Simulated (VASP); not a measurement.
Here is a VASP 6.6.1 calculation.

Contents of POSCAR:

```
CdTe
1.0
    0.0000000000      2.8229223506      2.8229223506
    2.8229223506      0.0000000000      2.8229223506
    2.8229223506      2.8229223506      0.0000000000
Cd Te
1 1
Direct
    0.0000000000      0.0000000000      0.0000000000
    0.5000000000      0.5000000000      0.5000000000
```

The input INCAR.step1:

```
PREC = Accurate
ENCUT = 520
ISMEAR = -1
SIGMA = 0.05
LREAL = False
LASPH = True
NELM = 60
NBANDS = 16
GGA = PE
ALGO = Normal
EDIFF = 1E-4
LWAVE = True
LCHARG = False
```

The input INCAR.step2:

```
PREC = Accurate
ENCUT = 520
EDIFF = 1E-6
ISMEAR = -1
SIGMA = 0.05
LREAL = False
LASPH = True
NELM = 60
ALGO = Normal
ISIF = 2
LWAVE = False
LCHARG = True
METAGGA = R2SCAN
LMIXTAU = True
LELF = True
LVHAR = True
NBANDS = 16
ISTART = 1
```

KPOINTS

```
Automatic mesh
0
Gamma
  13 13 13
```

Potentials or basis: VASP PAW PBE potentials, release 64 (Cd, Te).

Run with:

```console
$ cat potpaw_PBE.64/Cd/POTCAR potpaw_PBE.64/Te/POTCAR > POTCAR
$ cp INCAR.step1 INCAR
$ mpirun -np 1 vasp_std > vasp.out
$ cp INCAR.step2 INCAR
$ mpirun -np 1 vasp_std > vasp.out
```

Estimate the pressure.

20.9 GPa.

Estimate the band gap on the k mesh.

zero (band 9 reaches 6.66 eV, above the bottom of band 10 at 5.39 eV).

Caveat: the PAW data sets were made with another functional, which shifts forces and pressure a little; spin-orbit coupling is left out, which moves the levels of the heavy elements.
